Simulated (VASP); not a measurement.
Wanted: the native input for a VASP 6.6.1 run.

| Item | Value |
| --- | --- |
| Task | single point |
| Functional | PBEsol |
| Potentials or basis | VASP PAW PBE potentials, release 64 (Ti_sv, Al) |
| Cutoff | 520 eV |
| k mesh | 11 × 11 × 6 |
| Occupations | fermi-dirac, width 0.05 eV |
| Spin | no spin polarisation |
| Dipole correction | no |
| Further INCAR settings | ALGO = Normal; EDIFF = 1e-06; NBANDS = 14 |

The structure of TiAl lies in POSCAR:

```
TiAl
1.0
    2.8672622300      0.0000000000      0.0000000000
   -1.4336311200      2.4831219300      0.0000000000
    0.0000000000      0.0000000000      4.6780830000
Ti Al
1 1
Direct
    0.0000000000      0.0000000000      0.0000000000
    0.3333333333      0.6666666667      0.5000000000
```

One way to write it, as run:

INCAR

```
SYSTEM = TiAl
ALGO     = Normal         ! electronic algorithm
EDIFF    = 1E-6           ! SCF threshold, eV
ENCUT    = 520            ! plane-wave cutoff, eV
GGA      = PS             ! functional
ISIF     = 2              ! what is computed and relaxed
ISMEAR   = -1             ! smearing method
LASPH    = .TRUE.         ! aspherical terms in the spheres
LCHARG   = .FALSE.        ! write CHGCAR
LREAL    = .FALSE.        ! projectors in reciprocal space
LWAVE    = .FALSE.        ! write WAVECAR
NBANDS   = 14             ! bands
NELM     = 60             ! most SCF steps
PREC     = Accurate       ! precision mode
SIGMA    = 0.05           ! smearing width, eV
```

KPOINTS

```
k-points
0
G
  11 11 6
  0 0 0
```

Potentials or basis: VASP PAW PBE potentials, release 64 (Ti_sv, Al).

Launch:

```console
$ cat potpaw_PBE.64/Ti_sv/POTCAR potpaw_PBE.64/Al/POTCAR > POTCAR
$ mpirun -np 1 vasp_std > vasp.out
```

It gave:

The pressure is -2.8 GPa.

Caveat: the PAW data sets were made with another functional, which shifts forces and pressure a little.

It took 20 s on 1 thread of Intel(R) Xeon(R) Platinum 8488C (Sapphire Rapids) (shared host), peak memory 0.17 GiB.
